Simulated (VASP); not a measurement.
# AlIn2N3 (P1) in VASP: notebook

The runs below take AlIn2N3 through relaxation of cell and atoms, single point, with PBE.

All numbers are computed with VASP 6.6.1; they aren't measurements. Logs are shortened: lines on timing, memory, paths and dates and some standing lists are left out, and cuts for length are marked.

## (1) The cell of the first run

The typed cell holds 24 atoms: a = 5.923 Å, b = 8.093 Å, c = 8.093 Å, α = 78.96°, β = 68.54°, γ = 68.54°.

## (2) Relaxation of cell and atoms, PBE

Input file INCAR:

```
PREC = Accurate
ENCUT = 600
EDIFF = 1E-7
ISMEAR = 0
SIGMA = 0.1
LREAL = Auto
LASPH = True
NELM = 100
ALGO = Normal
ISIF = 3
LWAVE = False
LCHARG = False
GGA = PE
IBRION = 2
NSW = 70
EDIFFG = -0.04
ISYM = 0
```

Input file KPOINTS:

```
Automatic mesh
0
Gamma
  3 2 2
  0 0.5 0.5
```

Input file POSCAR:

```
AlIn2N3
1.0
    0.0000000000      5.9227685385      0.0000000000
    5.1453312740      2.9613842693     -5.5002130732
   -5.1453312740      2.9613842693     -5.5002130732
Al In N
4 8 12
Direct
    0.1569257163      0.5042395814      0.5022441608
    0.5835080337      0.7522021247      0.7560142780
    0.0871637739      0.2559264486      0.2557732630
    0.6644747760      0.6692923517      0.3452479562
    0.6565661494      0.0021362146      0.0088737353
    0.1655778677      0.1684158655      0.8462117074
    0.6629120303      0.3476512616      0.6681336497
    0.1711099617      0.8436562338      0.1696721264
    0.0741556688      0.5924533204      0.9175873675
    0.5696322635      0.0967435680      0.4170776328
    0.0689180286      0.9182820088      0.5920349891
    0.5647667711      0.4141366085      0.0961540231
    0.3766449914      0.9587051252      0.6541906955
    0.8730640835      0.4591293748      0.1597078631
    0.3751117451      0.6561097057      0.9565791793
    0.8717282722      0.1545499226      0.4608953390
    0.2601670644      0.4072604936      0.7083340354
    0.7599727410      0.9063104088      0.2080470600
    0.2574295478      0.7044938125      0.4089658239
    0.7599238496      0.2117119406      0.9062445004
    0.8016535862      0.8314893676      0.8270594182
    0.2952375238      0.3357695820      0.3319573755
    0.7858606174      0.5805754553      0.5839920804
    0.2894026715      0.0822363984      0.0804558420
```

Potentials or basis: VASP PAW PBE potentials, release 64 (Al, In_d, N).

Command:

```
$ cat potpaw_PBE.64/Al/POTCAR potpaw_PBE.64/In_d/POTCAR potpaw_PBE.64/N/POTCAR > POTCAR
$ mpirun -np 1 vasp_std > vasp.out
```

OUTCAR:

```text
PREC = Accurate
   ENCUT = 600
   EDIFF = 1E-7
   ISMEAR = 0
   LREAL = Auto
   LASPH = True
   NELM = 100
   ISIF = 3
   GGA = PE
   IBRION = 2
   NSW = 70
   EDIFFG = -0.04
   ISYM = 0

 ion  position               nearest neighbor table
   1  0.157  0.504  0.502-  19 1.86  22 1.87  17 1.91  23 1.94   3 3.31  12 3.31  10 3.33   4 3.33
                             7 3.34   2 3.36  11 3.38   9 3.39   7 3.45   8 3.46   6 3.50
   2  0.584  0.752  0.756-  15 1.87  23 1.90  13 1.92  21 1.92   7 3.31   4 3.34  11 3.34   9 3.35
                             1 3.36   5 3.37   8 3.37   6 3.39   9 3.44  11 3.48  12 3.49  10 3.52
   3  0.087  0.256  0.256-  22 1.90  14 1.90  24 1.93  16 1.94  12 3.26  10 3.30   1 3.31   5 3.34
                             6 3.35   8 3.36   7 3.38  11 3.47   9 3.47  10 3.48  12 3.50
   4  0.664  0.669  0.345-  18 2.18  14 2.18  19 2.19  23 2.21   7 3.32   1 3.33   2 3.34  11 3.42
                            10 3.42   8 3.44   9 3.44   5 3.44  12 3.47   8 3.50
   5  0.657  0.002  0.009-  18 1.86  24 1.92  20 1.95  21 1.95   8 3.31   3 3.34  10 3.35  12 3.35
                             9 3.35   6 3.36   2 3.37  11 3.38   4 3.44   6 3.47   8 3.47   7 3.53
   6  0.166  0.168  0.846-  20 2.17  24 2.18  17 2.19  13 2.21   8 3.34   3 3.35   5 3.36   2 3.39
                             9 3.40  10 3.43  12 3.44  11 3.46   5 3.47   7 3.48   7 3.50   1 3.50
   7  0.663  0.348  0.668-  17 2.16  23 2.17  20 2.19  16 2.20   2 3.31   4 3.32   1 3.34   3 3.38
                             9 3.39  12 3.41  10 3.43  11 3.44   1 3.45   6 3.48   6 3.50   5 3.53
   8  0.171  0.844  0.170-  19 2.18  24 2.20  15 2.21  18 2.21   5 3.31   6 3.34   3 3.36   2 3.37
                            11 3.38  12 3.42   4 3.44  10 3.45   9 3.45   1 3.46   5 3.47   4 3.50
   9  0.074  0.592  0.918-  15 2.17  17 2.17  14 2.20  21 2.22   2 3.35  11 3.35   5 3.35   7 3.39
                             1 3.39   6 3.40   2 3.44  12 3.44   4 3.44   8 3.45   3 3.47  12 3.53
  10  0.570  0.097  0.417-  16 2.16  13 2.18  18 2.20  22 2.21  12 3.28   3 3.30   1 3.33   5 3.35
                             4 3.42   7 3.43   6 3.43   8 3.45  11 3.46   3 3.48  11 3.49   2 3.52
  11  0.069  0.918  0.592-  16 2.15  21 2.17  19 2.19  13 2.20   2 3.34   9 3.35   1 3.38   8 3.38
                             5 3.38   4 3.42   7 3.44   6 3.46  10 3.46   3 3.47   2 3.48  10 3.49
  12  0.565  0.414  0.096-  22 2.15  20 2.16  15 2.20  14 2.23   3 3.26  10 3.28   1 3.31   5 3.35
                             7 3.41   8 3.42   6 3.44   9 3.44   4 3.47   2 3.49   3 3.50   9 3.53
  13  0.377  0.959  0.654-   2 1.92  10 2.18  11 2.20   6 2.21
  14  0.873  0.459  0.160-   3 1.90   4 2.18   9 2.20  12 2.23
  15  0.375  0.656  0.957-   2 1.87   9 2.17  12 2.20   8 2.21
  16  0.872  0.155  0.461-   3 1.94  11 2.15  10 2.16   7 2.20
  17  0.260  0.407  0.708-   1 1.91   7 2.16   9 2.17   6 2.19
  18  0.760  0.906  0.208-   5 1.86   4 2.18  10 2.20   8 2.21
  19  0.257  0.704  0.409-   1 1.86   8 2.18  11 2.19   4 2.19
  20  0.760  0.212  0.906-   5 1.95  12 2.16   6 2.17   7 2.19
  21  0.802  0.831  0.827-   2 1.92   5 1.95  11 2.17   9 2.22
  22  0.295  0.336  0.332-   1 1.87   3 1.90  12 2.15  10 2.21
  23  0.786  0.581  0.584-   2 1.90   1 1.94   7 2.17   4 2.21
  24  0.289  0.082  0.080-   5 1.92   3 1.93   6 2.18   8 2.20

IMPORTANT INFORMATION: All symmetrisations will be switched off!
NOSYMM: (Re-)initialisation of all symmetry stuff for point group C_1.

----------------------------------------------------------------------------------------
[... 182 lines left out ...]

 Free energy of the ion-electron system (eV)
  ---------------------------------------------------
  ext. energy  EPLUGINS =         0.00000000
  ---------------------------------------------------
  free energy    TOTEN  =      -140.82418175 eV

  energy without entropy =     -140.82418175  energy(sigma->0) =     -140.82418175

------------------------ aborting loop because EDIFF is reached ----------------------------------------

  FORCE on cell =-STRESS in cart. coord.  units (eV):
  Direction    XX          YY          ZZ          XY          YZ          ZX
  --------------------------------------------------------------------------------------
  -------------------------------------------------------------------------------------
  Total        9.4774803      7.8653528      8.8536056     -1.2533316      0.0911790      0.9873353
  in kB       45.2955837     37.5907663     42.3139084     -5.9900296      0.4357707      4.7187571
  external PRESSURE =      41.7334195 kB  Pullay stress =       0.0000000 kB
[... 155 lines left out ...]
  FREE ENERGIE OF THE ION-ELECTRON SYSTEM (eV)
  ---------------------------------------------------
  free  energy   TOTEN  =      -143.3678584899 eV

  energy  without entropy=     -143.3678584899  energy(sigma->0) =     -143.36785849

[... ionic steps 4 to 15 ...]

--------------------------------------- Ionic step       16  -------------------------------------------

 number of electron     176.0000001 magnetization

------------------------ aborting loop because EDIFF is reached ----------------------------------------
[... 111 lines left out ...]
--------------------------------------- Ionic step       18  -------------------------------------------

 number of electron     176.0000001 magnetization

 Free energy of the ion-electron system (eV)
  ---------------------------------------------------
  ext. energy  EPLUGINS =         0.00000000
  ---------------------------------------------------
  free energy    TOTEN  =      -144.49152802 eV

  energy without entropy =     -144.49152802  energy(sigma->0) =     -144.49152802

 E-fermi :   6.5637     XC(G=0): -10.7303

 val. band max:        6.0854234409   @ k =   0.0000   0.2500   0.2500
 cond. band min:       8.1210412319   @ k =   0.0000   0.2500   0.2500
 fundamental gap:      2.0356177910
 Fermi energy:         6.5636641250

 k-point     1 :       0.0000    0.2500    0.2500
  band No.  band energies     occupation
      1      -8.3886      2.00000
      2      -8.3662      2.00000
      3      -8.3125      2.00000
      4      -8.2291      2.00000
      5      -8.1785      2.00000
      6      -8.1116      2.00000
[... 607 lines left out ...]
     99      11.7741      0.00000
    100      12.0053      0.00000
 [bands above 100 left out]

------------------------ aborting loop because EDIFF is reached ----------------------------------------

  FORCE on cell =-STRESS in cart. coord.  units (eV):
  Direction    XX          YY          ZZ          XY          YZ          ZX
  --------------------------------------------------------------------------------------
  -------------------------------------------------------------------------------------
  Total        0.0019432      0.0271673     -0.0520265     -0.0059439     -0.0346368      0.0118882
  in kB        0.0092703      0.1296076     -0.2482039     -0.0283565     -0.1652428      0.0567152
  external PRESSURE =      -0.0364420 kB  Pullay stress =       0.0000000 kB
[... 39 lines left out ...]
  FREE ENERGIE OF THE ION-ELECTRON SYSTEM (eV)
  ---------------------------------------------------
  free  energy   TOTEN  =      -144.4915280158 eV

  energy  without entropy=     -144.4915280158  energy(sigma->0) =     -144.49152802

 reached required accuracy - stopping structural energy minimisation
```

CONTCAR:

```text
AlIn2N3
   1.00000000000000
     0.0038228800053353    5.9058661822560889    0.0064815845758925
     5.1503721719615436    2.9502003457173425   -5.5199912200569266
    -5.1457530075682305    2.9435760066960359   -5.5193884970500822
  Al              In              N
     4     8    12
Direct
     0.1569050615802335    0.5082426994764087    0.5004800575940356
     0.5886460104578660    0.7510037461911583    0.7438196760402851
     0.0702463930828302    0.2639526504523755    0.2634718709377051
     0.6718308479382988    0.6626695626824964    0.3457271647497824
     0.6491281233177538    0.0021431955063762    0.0085999971504676
     0.1631585525389999    0.1711760862632638    0.8398230865230542
[... 16 lines left out ...]
     0.7838233367316608    0.5899949137541312    0.5539714353272773
     0.2352641891221240    0.0904902379732464    0.0917620627922393

  0.00000000E+00  0.00000000E+00  0.00000000E+00
  0.00000000E+00  0.00000000E+00  0.00000000E+00
  0.00000000E+00  0.00000000E+00  0.00000000E+00
  0.00000000E+00  0.00000000E+00  0.00000000E+00
  0.00000000E+00  0.00000000E+00  0.00000000E+00
  0.00000000E+00  0.00000000E+00  0.00000000E+00
[... 16 lines left out ...]
  0.00000000E+00  0.00000000E+00  0.00000000E+00
  0.00000000E+00  0.00000000E+00  0.00000000E+00
```

Run time: 65 min. Hardware: 1 thread of Intel Xeon 6975P-C (Granite Rapids), shared host; peak memory 0.69 GiB.

What came out:

- Free energy: -144.4915 eV
- Relaxed volume: 13.99 Å³/atom
- Relaxed cell: a = 5.906 Å, b = 8.106 Å, c = 8.100 Å, α = 78.89°, β = 68.76°, γ = 68.68°
- Space group after relaxing (to 0.1 Å): P1 (No. 1)
- Energy gained by relaxing: 152.8 meV/atom
- Ionic steps: 18
- Pressure after relaxing: 0.0 GPa
- Largest force after relaxing: 0.019 eV/Å
- Band gap on the k mesh: 2.04 eV

Forces in eV/Å, atoms in the order of the input:
```
Al   0.005 -0.011 -0.003
Al  -0.007  0.004 -0.007
Al   0.003 -0.001  0.016
Al   0.000 -0.010 -0.001
In  -0.006  0.001  0.009
In   0.003  0.002  0.009
In   0.012 -0.006  0.000
In  -0.004 -0.003  0.000
In   0.008  0.001 -0.008
In   0.003  0.007  0.008
In  -0.009  0.005  0.005
In  -0.003 -0.002 -0.003
N   -0.009  0.015  0.004
N    0.000 -0.001  0.003
N   -0.009 -0.001  0.001
N    0.012  0.011  0.001
N    0.005 -0.012  0.001
N    0.010 -0.012 -0.010
N   -0.008 -0.007 -0.001
N   -0.008 -0.003 -0.011
N    0.011  0.012  0.000
N   -0.013  0.012 -0.003
N   -0.002 -0.001 -0.001
N    0.005  0.000 -0.009
```

The path:
```
step  energy change (eV)  largest force (eV/Å)  pressure (GPa)  volume (Å³)
   1              0.0000                7.8808            4.17       335.23
   2             -2.3878                1.9081           -5.54       353.19
   3             -2.5437                1.6760           -3.95       348.54
   4             -3.3922                0.9772            0.93       334.49
   5             -3.4267                0.8079            2.38       331.11
   6             -3.6085                0.3707           -0.32       336.63
   7             -3.6115                0.3386           -0.05       336.00
   8             -3.6431                0.1831           -0.11       336.09
   9             -3.6462                0.1793           -0.11       336.13
  10             -3.6562                0.1072            0.07       335.65
  11             -3.6570                0.1103            0.14       335.47
  12             -3.6618                0.0856           -0.05       335.94
  13             -3.6626                0.0881           -0.18       336.21
  14             -3.6660                0.0435            0.08       335.62
  15             -3.6661                0.0570            0.15       335.48
  16             -3.6669                0.0560           -0.10       336.04
  17             -3.6670                0.0460           -0.05       335.94
  18             -3.6673                0.0185            0.00       335.84
```

Final structure:
```yaml
crystal:
  lattice:
    - [0.00382, 5.90587, 0.00648]
    - [5.15037, 2.95020, -5.51999]
    - [-5.14575, 2.94358, -5.51939]
  atoms:
    - { symbol: Al, position: [0.15690, 0.50824, 0.50048] }
    - { symbol: Al, position: [0.58865, 0.75100, 0.74382] }
    - { symbol: Al, position: [0.07025, 0.26395, 0.26347] }
    - { symbol: Al, position: [0.67183, 0.66267, 0.34573] }
    - { symbol: In, position: [0.64913, 0.00214, 0.00860] }
    - { symbol: In, position: [0.16316, 0.17118, 0.83982] }
    - { symbol: In, position: [0.66319, 0.35282, 0.66175] }
    - { symbol: In, position: [0.16578, 0.83651, 0.17426] }
    - { symbol: In, position: [0.07236, 0.58803, 0.92370] }
    - { symbol: In, position: [0.57080, 0.08920, 0.42258] }
    - { symbol: In, position: [0.08643, 0.91098, 0.58336] }
    - { symbol: In, position: [0.57008, 0.42927, 0.10156] }
    - { symbol: N, position: [0.36993, 0.95990, 0.66041] }
    - { symbol: N, position: [0.85746, 0.47978, 0.17877] }
    - { symbol: N, position: [0.37672, 0.65906, 0.95460] }
    - { symbol: N, position: [0.87175, 0.15486, 0.46391] }
    - { symbol: N, position: [0.25586, 0.40884, 0.70759] }
    - { symbol: N, position: [0.75880, 0.87299, 0.24165] }
    - { symbol: N, position: [0.30849, 0.69626, 0.39808] }
    - { symbol: N, position: [0.75669, 0.23623, 0.90138] }
    - { symbol: N, position: [0.82368, 0.81108, 0.80899] }
    - { symbol: N, position: [0.30490, 0.32798, 0.33120] }
    - { symbol: N, position: [0.78382, 0.59000, 0.55397] }
    - { symbol: N, position: [0.23526, 0.09049, 0.09176] }
```

Caveat: spin-orbit coupling is left out, which moves the levels of the heavy elements; a shifted mesh leaves out Γ, where band edges can lie. A k mesh can miss the band edges.

(Part 1 of 3 ends here.)
